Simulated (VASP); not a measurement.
# TaV (Cmmm) in VASP: a series of runs, part 2 of 2

VASP 6.6.1. The steps go on from the part before.

**4. Single point, PBE, collinear spin, ferromagnetic start**

The input, INCAR:

```
  ALGO = Normal
  EDIFF = 1E-6
  ENCUT = 520
  GGA = PE
  ISIF = 2
  ISMEAR = -1
  ISPIN = 2
  LASPH = True
  LCHARG = False
  LMAXMIX = 4
  LORBIT = 11
  LREAL = False
  LWAVE = False
  MAGMOM = 0 2
  NBANDS = 23
  NELM = 150
  PREC = Accurate
  SIGMA = 0.08
```

The input, KPOINTS:

```
k-points
0
Gamma
  12 12 8
```

The input, POSCAR:

```
TaV
1.0
    1.6067000000     -2.3077750000      0.0000000000
    1.6067000000      2.3077750000      0.0000000000
    0.0000000000      0.0000000000      4.3413610000
Ta V
1 1
Direct
    0.0000000000      0.0000000000      0.0000000000
    0.5000000000      0.5000000000      0.5000000000
```

Potentials or basis: VASP PAW PBE potentials, release 64 (Ta_pv, V_sv).

On the command line:

```
> cat potpaw_PBE.64/Ta_pv/POTCAR potpaw_PBE.64/V_sv/POTCAR > POTCAR
> mpirun -np 1 vasp_std > vasp.out
```

OUTCAR:

```text
EDIFF = 1E-6
   ENCUT = 520
   GGA = PE
   ISIF = 2
   ISMEAR = -1
   ISPIN = 2
   LASPH = True
   LORBIT = 11
   LREAL = False
   NELM = 150
   PREC = Accurate

 ion  position               nearest neighbor table
   1  0.000  0.000  0.000-   2 2.70   2 2.70   2 2.70   2 2.70   2 3.17   2 3.17   2 3.17   2 3.17

   2  0.500  0.500  0.500-   1 2.70   1 2.70   1 2.70   1 2.70   1 3.17   1 3.17   1 3.17   1 3.17

  LATTYP: Found a base centered orthorhombic cell.
 ALAT       =     3.2134000000
 B/A-ratio  =     1.4363446816
 C/A-ratio  =     1.3510179249

  Lattice vectors:

[... 1466 lines left out ...]

 VOLUME and BASIS-vectors are now :
 -----------------------------------------------------------------------------
  energy-cutoff  :      520.00
  volume of cell :       32.19
      direct lattice vectors                 reciprocal lattice vectors
     1.606700000 -2.307775000  0.000000000     0.311196863 -0.216658903  0.000000000
     1.606700000  2.307775000  0.000000000     0.311196863  0.216658903  0.000000000
     0.000000000  0.000000000  4.341361000     0.000000000  0.000000000  0.230342512

 POSITION                                       TOTAL-FORCE (eV/Angst)
 -----------------------------------------------------------------------------------
      0.00000      0.00000      0.00000         0.000000      0.000000      0.000000
      1.60670      0.00000      2.17068         0.000000      0.000000      0.000000
 -----------------------------------------------------------------------------------
    total drift:                                0.000000      0.000000     -0.000000

  FREE ENERGIE OF THE ION-ELECTRON SYSTEM (eV)
  ---------------------------------------------------
  free  energy   TOTEN  =       -20.6731546351 eV

  energy  without entropy=      -20.6017072172  energy(sigma->0) =      -20.63743093

 total charge

# of ion       s       p       d       tot
------------------------------------------
    1        0.391   6.166   2.442   9.000
    2        2.307   6.201   3.026  11.534
--------------------------------------------------
tot          2.699  12.367   5.468  20.533

 magnetization (x)

# of ion       s       p       d       tot
------------------------------------------
    1        0.000  -0.000   0.000   0.000
    2       -0.000  -0.000  -0.001  -0.001
--------------------------------------------------
tot         -0.000  -0.000  -0.001  -0.001
```

stdout:

```text
POSCAR found type information on POSCAR TaV
 POSCAR found :  2 types and       2 ions
 scaLAPACK will be used
 LDA part: xc-table for (Slater+PW92), standard interpolation
 POSCAR, INCAR and KPOINTS ok, starting setup
 FFT: planning ... GRIDC
 FFT: planning ... GRID_SOFT
 FFT: planning ... GRID
 WAVECAR not read
 entering main loop
```

It took 4.8 min on 1 thread of Intel Xeon Platinum 8488C (Sapphire Rapids), shared host; peak memory 0.35 GiB.

What came out:

```
Free energy                                           : -20.6732 eV
Pressure                                              : -0.2 GPa
Band gap on the k mesh                                : zero (filled and empty bands overlap)
Net moment                                            : 0.00 μB per cell
Valence electrons inside the program's atomic spheres : Ta 9.00; V 11.53
```

Stress tensor (GPa, compression positive):
```
 0.05  0.00  0.00
 0.00 -0.43  0.00
 0.00  0.00 -0.10
```

Levels at points of the mesh, in eV from the Fermi level:
Spin up:
```tsv
k point	band 8	band 9	band 10	band 11	band 12	band 13	band 14	band 15	band 16	band 17
(0.00, 0.00, 0.00)	-7.35	-3.67	-1.32	0.07	0.48	0.84	1.98	2.12	2.21	4.09
(0.50, 0.00, 0.00)	-3.41	-1.89	-1.54	-0.86	-0.66	-0.29	1.63	2.27	3.89	4.51
(0.50, 0.50, 0.00)	-4.16	-3.25	-2.99	-1.46	1.11	2.87	2.96	3.66	4.72	5.29
(0.00, 0.00, 0.50)	-5.78	-4.02	-0.50	-0.20	0.17	0.33	1.48	1.55	1.88	3.42
(0.50, 0.00, 0.50)	-3.88	-3.71	-1.36	-1.02	1.21	1.86	2.13	2.17	3.57	4.82
(0.50, 0.50, 0.50)	-3.23	-2.36	-1.65	-1.22	0.58	1.10	1.20	2.43	2.98	6.89
```
Spin down:
| k point | band 9 | band 10 | band 11 | band 12 | band 13 | band 14 | band 15 | band 16 |
| --- | --- | --- | --- | --- | --- | --- | --- | --- |
| (0.00, 0.00, 0.00) | -3.67 | -1.32 | 0.07 | 0.48 | 0.84 | 1.98 | 2.12 | 2.21 |
| (0.50, 0.00, 0.00) | -1.89 | -1.54 | -0.86 | -0.67 | -0.29 | 1.63 | 2.27 | 3.89 |
| (0.50, 0.50, 0.00) | -3.25 | -2.99 | -1.46 | 1.11 | 2.87 | 2.96 | 3.66 | 4.72 |
| (0.00, 0.00, 0.50) | -4.02 | -0.50 | -0.21 | 0.17 | 0.33 | 1.48 | 1.55 | 1.88 |
| (0.50, 0.00, 0.50) | -3.71 | -1.36 | -1.02 | 1.21 | 1.86 | 2.13 | 2.17 | 3.57 |
| (0.50, 0.50, 0.50) | -2.36 | -1.65 | -1.22 | 0.58 | 1.10 | 1.20 | 2.43 | 2.98 |

Caveat: the moments typed at the start vanished in this run; spin-orbit coupling is left out, which moves the levels of the heavy elements.

**5. Overview**

```csv
spin,fixed moment (μB),gap on the mesh (eV),pressure (GPa),moment (μB)
off,-,none,-0.2,-
"collinear, zero start",0.0,-,-0.1,0.00
"collinear, ferromagnetic start",-,none,-0.2,0.00
```

Alike in all rows: task single point; level PBE; potentials or basis VASP PAW PBE potentials, release 64 (Ta_pv, V_sv); cell as given; k mesh 12 × 12 × 8; cutoff (eV) 520; smearing fermi-dirac 0.08 eV.

Caveats: spin-orbit coupling is left out, which moves the levels of the heavy elements; the total moment is fixed, so each spin has its own Fermi level (at least some runs); the moments typed at the start vanished in this run (at least some runs).

Absolute energies hang on the potentials; compare differences alone.
